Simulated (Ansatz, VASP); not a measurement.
Sr: VASP beside Ansatz

File INCAR:

```
PREC = Accurate
ENCUT = 520
EDIFF = 1E-7
ISMEAR = 0
SIGMA = 0.05
LREAL = F
LASPH = T
NELM = 80
ALGO = Fast
ISIF = 2
LWAVE = F
LCHARG = F
GGA = PS
NBANDS = 11
```

KPOINTS

```
regular mesh
0
Gamma
  8 8 8
```

File POSCAR:

```
Sr
1.0
    0.0000000000      3.0423500000      3.0423500000
    3.0423500000      0.0000000000      3.0423500000
    3.0423500000      3.0423500000      0.0000000000
Sr
1
Direct
    0.0000000000      0.0000000000      0.0000000000
```

input.yaml

```yaml
crystal:
  lattice:
    - [0.0, 3.04235, 3.04235]
    - [3.04235, 0.0, 3.04235]
    - [3.04235, 3.04235, 0.0]
  atoms:
    - { symbol: Sr, position: [0.0, 0.0, 0.0] }
kpoints:
  mp_grid: { grid: [8, 8, 8] }
scf:
  occupations: { method: gaussian, width: 0.05 }
hamiltonian:
  xc: pbesol
  pseudopotentials: { kind: all_electron, lapw: { basis_error: 0.001 } }
output:
  forces: true
  stress: true
  eigenvalues: true
```

Alike in both runs: task single point; functional PBEsol; k mesh 8 × 8 × 8; occupations gaussian, width 0.05 eV; no spin polarisation.

```csv
,VASP,Ansatz
version,VASP 6.6.1,Ansatz 0.2.0
potentials or method,"VASP PAW PBE potentials, release 64 (Sr_sv), cutoff 520 eV","all-electron LAPW, scalar-relativistic"
```

```csv
,VASP,Ansatz,Ansatz less VASP
gap on the k mesh at the Fermi level (eV),none,none,-
pressure (GPa),-0.9,-0.9,-0.01
```

VASP's potentials were made for PBE, not for PBEsol. A gap of «none» marks a metal or a gap that the smearing closes. Ansatz ran all-electron here, and VASP with PAW potentials.
